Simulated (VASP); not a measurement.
# BAs2 (I4/mmm) in VASP: single point with PBE

Aim: the single point of BAs2 with PBE.

Program: VASP 6.6.1. These are calculated values, not measurements. Logs are shortened: lines on timing, memory, paths and dates and some standing lists are left out, and cuts for length are marked.

**1. The cell of the first run**

It takes space group I4/mmm (No. 139, tetragonal). The conventional cell has a = 7.408 Å, b = 7.408 Å, c = 4.228 Å, α = 90.00°, β = 90.00°, γ = 90.00°. Within 2.3 Å of B (site symmetry 4mm) lie 1 B at 1.64 Å and 4 As at 2.23 Å. As (site symmetry m2m) has 2 B at 2.23 Å and 2 As at 2.58 Å within 3.0 Å.

The cell was generated, and may not be a known phase.

**2. Single point, PBE**

Input file INCAR:

```
ALGO = Normal ; EDIFF = 1E-6
ENCUT = 600 ; GGA = PE
GGA_COMPAT = F ; ISIF = 2
ISMEAR = 0 ; LASPH = T
LCHARG = F ; LREAL = F
LWAVE = F ; NBANDS = 42
NELM = 120 ; PREC = Accurate
SIGMA = 0.1
```

Input file KPOINTS:

```
k-points
0
Gamma
  6 6 6
```

Input file POSCAR:

```
BAs2
1.0
   -3.7037992836      3.7037992836      2.1138585093
    3.7037992836     -3.7037992836      2.1138585093
    3.7037992836      3.7037992836     -2.1138585093
B As
2 4
Direct
    0.6939232818      0.6939232818      0.0000000000
    0.3060767182      0.3060767182      0.0000000000
    0.0000000000      0.7541130171      0.7541130171
    0.0000000000      0.2458869829      0.2458869829
    0.7541130171      0.0000000000      0.7541130171
    0.2458869829      0.0000000000      0.2458869829
```

Potentials or basis: VASP PAW PBE potentials, release 64 (B, As_d).

Command:

```console
$ cat potpaw_PBE.64/B/POTCAR potpaw_PBE.64/As_d/POTCAR > POTCAR
$ mpirun -np 1 vasp_std > vasp.out
```

OUTCAR:

```text
EDIFF = 1E-6
   ENCUT = 600
   GGA = PE
   ISIF = 2
   ISMEAR = 0
   LASPH = T
   LREAL = F
   NELM = 120
   PREC = Accurate

 ion  position               nearest neighbor table
   1  0.694  0.694  0.000-   2 1.64   4 2.23   6 2.23   3 2.23   5 2.23
   2  0.306  0.306  0.000-   1 1.64   4 2.23   6 2.23   3 2.23   5 2.23
   3  0.000  0.754  0.754-   2 2.23   1 2.23   5 2.58   6 2.58
   4  0.000  0.246  0.246-   2 2.23   1 2.23   6 2.58   5 2.58
   5  0.754  0.000  0.754-   2 2.23   1 2.23   3 2.58   4 2.58
   6  0.246  0.000  0.246-   2 2.23   1 2.23   4 2.58   3 2.58

  LATTYP: Found a body centered tetragonal cell.
 ALAT       =     7.4075985672
 C/A-ratio  =     0.5707270690

  Lattice vectors:

 A1 = (  -3.7037992836,   3.7037992836,   2.1138585093)
 A2 = (   3.7037992836,  -3.7037992836,   2.1138585093)
 A3 = (   3.7037992836,   3.7037992836,  -2.1138585093)

Analysis of symmetry for initial positions (statically):
=====================================================================
 Subroutine PRICEL returns:
 Original cell was already a primitive cell.

 Routine SETGRP: Setting up the symmetry group for a
 body centered tetragonal supercell.

 Subroutine GETGRP returns: Found 16 space group operations
 (whereof 16 operations were pure point group operations)
 out of a pool of 16 trial point group operations.

The static configuration has the point symmetry D_4h.

Analysis of symmetry for dynamics (positions and initial velocities):
=====================================================================
 Subroutine PRICEL returns:
 Original cell was already a primitive cell.

 Routine SETGRP: Setting up the symmetry group for a
 body centered tetragonal supercell.

 Subroutine GETGRP returns: Found 16 space group operations
 (whereof 16 operations were pure point group operations)
 out of a pool of 16 trial point group operations.

The dynamic configuration has the point symmetry D_4h.

 Subroutine INISYM returns: Found 16 space group operations
 (whereof 16 operations are pure point group operations),
 and found     1 'primitive' translations

----------------------------------------------------------------------------------------

                                     Primitive cell

  volume of cell :     115.9927

  direct lattice vectors                    reciprocal lattice vectors
    -3.703799284  3.703799284  2.113858509     0.000000000  0.134996516  0.236534280
     3.703799284 -3.703799284  2.113858509     0.134996516  0.000000000  0.236534280
     3.703799284  3.703799284 -2.113858509     0.134996516  0.134996516  0.000000000

  length of vectors
     5.648420670  5.648420670  5.648420670     0.272346333  0.272346333  0.190913904

  position of ions in fractional coordinates (direct lattice)
     0.693923282  0.693923282  0.000000000
     0.306076718  0.306076718  0.000000000
     0.000000000  0.754113017  0.754113017
     0.000000000  0.245886983  0.245886983
     0.754113017  0.000000000  0.754113017
     0.245886983  0.000000000  0.245886983

  ion indices of the primitive-cell ions
   primitive index   ion index
                 1           1
                 2           2
                 3           3
                 4           4
                 5           5
                 6           6

----------------------------------------------------------------------------------------

 KPOINTS: k-points

Automatic generation of k-mesh.
 Grid dimensions read from file:
 generate k-points for:    6    6    6

 Generating k-lattice:

  Cartesian coordinates                     Fractional coordinates (reciprocal lattice)
     0.000000000  0.022499419  0.039422380     0.166666667  0.000000000 -0.000000000
     0.022499419  0.000000000  0.039422380     0.000000000  0.166666667 -0.000000000
     0.022499419  0.022499419  0.000000000     0.000000000  0.000000000  0.166666667

  Length of vectors
     0.045391055  0.045391055  0.031818984

  Shift w.r.t. Gamma in fractional coordinates (k-lattice)
     0.000000000  0.000000000  0.000000000

 Subroutine IBZKPT returns following result:
 ===========================================

 Found     30 irreducible k-points:

 Following reciprocal coordinates:
            Coordinates               Weight
  0.000000  0.000000  0.000000      1.000000
  0.166667  0.000000 -0.000000      8.000000
  0.333333  0.000000 -0.000000      8.000000
  0.500000  0.000000 -0.000000      4.000000
  0.166667  0.166667 -0.000000      8.000000
  0.333333  0.166667 -0.000000     16.000000
[... 16 lines left out ...]
 -0.333333 -0.333333  0.166667      8.000000
 -0.166667 -0.333333  0.166667      8.000000
 [... further k-points ...]
   k-points           NKPTS =     30   k-points in BZ     NKDIM =     30   number of bands    NBANDS=     42
   number of dos      NEDOS =    301   number of ions     NIONS =      6
   total plane-waves  NPLWV = 110592
   dimension x,y,z NGX =    48 NGY =   48 NGZ =   48
   dimension x,y,z NGXF=    96 NGYF=   96 NGZF=   96
   ions per type =               2   4
   NGX,Y,Z   is equivalent  to a cutoff of  14.13, 14.13, 14.13 a.u.
   NGXF,Y,Z  is equivalent  to a cutoff of  28.25, 28.25, 28.25 a.u.
 SYSTEM =  unknown system
   PREC   = accura    normal or accurate (medium, high low for compatibility)
   ISTART =      0    job   : 0-new  1-cont  2-samecut
   ICHARG =      2    charge: 1-file 2-atom 10-const
   ISPIN  =      1    spin polarized calculation?
   LNONCOLLINEAR =      F non collinear calculations
   LSORBIT =      F    spin-orbit coupling
   LASPH  =      T    aspherical Exc in radial PAW
   ENCUT  =  600.0 eV  44.10 Ry    6.64 a.u.  11.28 11.28 11.28*2*pi/ulx,y,z
   NELM   =    120;   NELMIN=  2; NELMDL= -5     # of ELM steps
   EDIFF  = 0.1E-05   stopping-criterion for ELM
   LREAL  =      F    real-space projection
   EDIFFG = 0.1E-04   stopping-criterion for IOM
   NSW    =      0    number of steps for IOM
   IBRION =     -1    ionic relax: 0-MD 1-quasi-New 2-CG
   NFREE  =      0    steps in history (QN), initial steepest desc. (CG)
   ISIF   =      2    stress and relaxation
   ISYM   =      2    0-nonsym 1-usesym 2-fastsym
   POTIM  = 0.5000    time-step for ionic-motion
   TEBEG  =    0.0;   TEEND  =   0.0 temperature during run
   PSTRESS=    0.0 pullay stress
   NELECT =      66.0000    total number of electrons
   NUPDOWN=      -1.0000    fix difference up-down
   EMIN   =  10.00;   EMAX   =-10.00  energy-range for DOS
   EFERMI =   0.00;   METHOD = LEGACY
   ISMEAR =     0;   SIGMA  =   0.10  broadening in eV -4-tet -1-fermi 0-gaus
   EFERMI_NEDOS =   21; number of points for ismear=-14 and -15
   IALGO  =     38    algorithm
   IMIX   =      4    mixing-type and parameters
     AMIX     =   0.40;   BMIX     =  1.00
     AMIX_MAG =   1.60;   BMIX_MAG =  1.00
  volume/ion in A,a.u.               =      19.33       130.46
  Fermi-wavevector in a.u.,A,eV,Ry     =   1.356581  2.563567 25.038982  1.840313
  Thomas-Fermi vector in A             =   2.483572
   LORBIT       =      0    0 simple, 1 ext, 2 COOP (PROOUT), +10 PAW based schemes
   GGA     = PE    functional components
   LHFCALC =     F    Hartree Fock is set to
   AEXX    =    0.0000 exact exchange contribution
   IVDW    =     0    specifies the selected vdW correction
   LEPSILON=     F    determine dielectric tensor
   LRPA    =     F    only Hartree local field effects (RPA)
 non-spin polarized calculation
 Gauss-broadening in eV      SIGMA  =   0.10
  energy-cutoff  :      600.00
  volume of cell :      115.99
 maximum number of plane-waves:      3891
 NGX is ok and might be reduce to    48
   NGX = 23   NGY = 23   NGZ = 23

 number of electron      65.9999979 magnetization

 Free energy of the ion-electron system (eV)
  ---------------------------------------------------
  ext. energy  EPLUGINS =         0.00000000
  ---------------------------------------------------
  free energy    TOTEN  =       -29.01671595 eV

  energy without entropy =      -29.00334447  energy(sigma->0) =      -29.01003021

 E-fermi :   2.9697     XC(G=0): -10.0369

 val. band max:        2.9099752513   @ k =  -0.3333   0.1667   0.0000
 cond. band min:       2.9779393904   @ k =  -0.3333   0.5000   0.3333
 fundamental gap:      0.0679641391
 Fermi energy:         2.9696950479

 k-point     1 :       0.0000    0.0000    0.0000
  band No.  band energies     occupation
      1     -33.2563      2.00000
      2     -33.2289      2.00000
      3     -33.2110      2.00000
      4     -33.2110      2.00000
      5     -33.1955      2.00000
      6     -33.1955      2.00000
[... 34 lines left out ...]
     41       8.4290      0.00000
     42       9.4087      0.00000

 k-point     2 :       0.1667    0.0000   -0.0000
  band No.  band energies     occupation
      1     -33.2560      2.00000
      2     -33.2285      2.00000
      3     -33.2111      2.00000
      4     -33.2111      2.00000
      5     -33.1957      2.00000
      6     -33.1956      2.00000
[... 34 lines left out ...]
     41       8.1019      0.00000
     42       9.6673      0.00000

 k-point     3 :       0.3333    0.0000   -0.0000
  band No.  band energies     occupation
      1     -33.2552      2.00000
      2     -33.2277      2.00000
      3     -33.2115      2.00000
      4     -33.2114      2.00000
      5     -33.1961      2.00000
      6     -33.1956      2.00000
[... 34 lines left out ...]
     41       7.9720      0.00000
     42       9.7487      0.00000

 k-point     4 :       0.5000    0.0000   -0.0000
  band No.  band energies     occupation
      1     -33.2548      2.00000
      2     -33.2273      2.00000
      3     -33.2117      2.00000
      4     -33.2115      2.00000
      5     -33.1963      2.00000
      6     -33.1956      2.00000
[... 844 lines left out ...]
     41       8.2516      0.00000
     42       9.3647      0.00000

 k-point    23 :      -0.3333   -0.3333    0.1667
  band No.  band energies     occupation
      1     -33.2541      2.00000
      2     -33.2270      2.00000
      3     -33.2121      2.00000
      4     -33.2118      2.00000
      5     -33.1960      2.00000
      6     -33.1957      2.00000
[... 34 lines left out ...]
     41       8.0215      0.00000
     42       8.8879      0.00000

 k-point    24 :      -0.1667   -0.3333    0.1667
  band No.  band energies     occupation
      1     -33.2547      2.00000
      2     -33.2275      2.00000
      3     -33.2117      2.00000
      4     -33.2116      2.00000
      5     -33.1958      2.00000
      6     -33.1956      2.00000
[... 34 lines left out ...]
     41       7.7149      0.00000
     42       8.8967      0.00000

 [... further k-points ...]

------------------------ aborting loop because EDIFF is reached ----------------------------------------

  FORCE on cell =-STRESS in cart. coord.  units (eV):
  Direction    XX          YY          ZZ          XY          YZ          ZX
  --------------------------------------------------------------------------------------
  -------------------------------------------------------------------------------------
  Total        0.0800063      0.0800063      0.0133626      0.0000000     -0.0000000      0.0000000
  in kB        1.1051060      1.1051060      0.1845742      0.0000000     -0.0000000      0.0000000
  external PRESSURE =       0.7982621 kB  Pullay stress =       0.0000000 kB

 VOLUME and BASIS-vectors are now :
 -----------------------------------------------------------------------------
  energy-cutoff  :      600.00
  volume of cell :      115.99
      direct lattice vectors                 reciprocal lattice vectors
    -3.703799284  3.703799284  2.113858509     0.000000000  0.134996516  0.236534280
     3.703799284 -3.703799284  2.113858509     0.134996516  0.000000000  0.236534280
     3.703799284  3.703799284 -2.113858509     0.134996516  0.134996516  0.000000000

 POSITION                                       TOTAL-FORCE (eV/Angst)
 -----------------------------------------------------------------------------------
      0.00000      0.00000      2.93371         0.000000      0.000000     -0.010906
      0.00000      0.00000      1.29401         0.000000     -0.000000      0.010906
      5.58617      0.00000      0.00000        -0.014517     -0.000000     -0.000000
      1.82143      0.00000      0.00000         0.014517      0.000000      0.000000
      0.00000      5.58617      0.00000         0.000000     -0.014517     -0.000000
      0.00000      1.82143      0.00000         0.000000      0.014517      0.000000
 -----------------------------------------------------------------------------------
    total drift:                               -0.000000      0.000000      0.000000

  FREE ENERGIE OF THE ION-ELECTRON SYSTEM (eV)
  ---------------------------------------------------
  free  energy   TOTEN  =       -29.0167159531 eV

  energy  without entropy=      -29.0033444715  energy(sigma->0) =      -29.01003021
```

Run time: 6 min. Hardware: 1 thread of Intel Xeon Platinum 8375C at 2.90GHz (Ice Lake), shared host; peak memory 0.38 GiB.

Results:

| Property | Result |
| --- | --- |
| Free energy | -29.0167 eV |
| Pressure | 0.1 GPa |
| Largest force | 0.015 eV/Å |
| Band gap on the k mesh | zero (bands 33 and 34 overlap by 0.32 eV) |

Forces in eV/Å, atoms in the order of the input:
```
B    0.000  0.000 -0.011
B    0.000  0.000  0.011
As  -0.015  0.000  0.000
As   0.015  0.000  0.000
As   0.000 -0.015  0.000
As   0.000  0.015  0.000
```

Stress tensor (GPa, compression positive):
```
0.11 0.00 0.00
0.00 0.11 0.00
0.00 0.00 0.02
```

Levels at points of the mesh, in eV from the Fermi level:
```csv
k point,band 29,band 30,band 31,band 32,band 33,band 34,band 35,band 36,band 37,band 38
"(0.00, 0.00, 0.00)",-3.41,-3.41,-2.31,-2.31,-0.45,0.16,0.16,2.13,2.82,5.14
"(0.50, 0.00, 0.00)",-3.80,-3.23,-2.32,-2.02,-0.08,0.37,1.04,1.59,2.13,4.24
"(0.50, 0.50, 0.00)",-3.39,-2.85,-2.19,-1.43,-0.89,1.11,1.16,2.38,2.44,3.23
"(0.50, 0.50, 0.50)",-2.35,-2.35,-1.82,-1.82,-0.12,-0.12,0.84,1.69,1.69,2.43
```

Caveat: semilocal functionals underestimate gaps, and a narrow one can read as zero.

The gap in the log of VASP goes by the Fermi energy; the results here count the filled bands.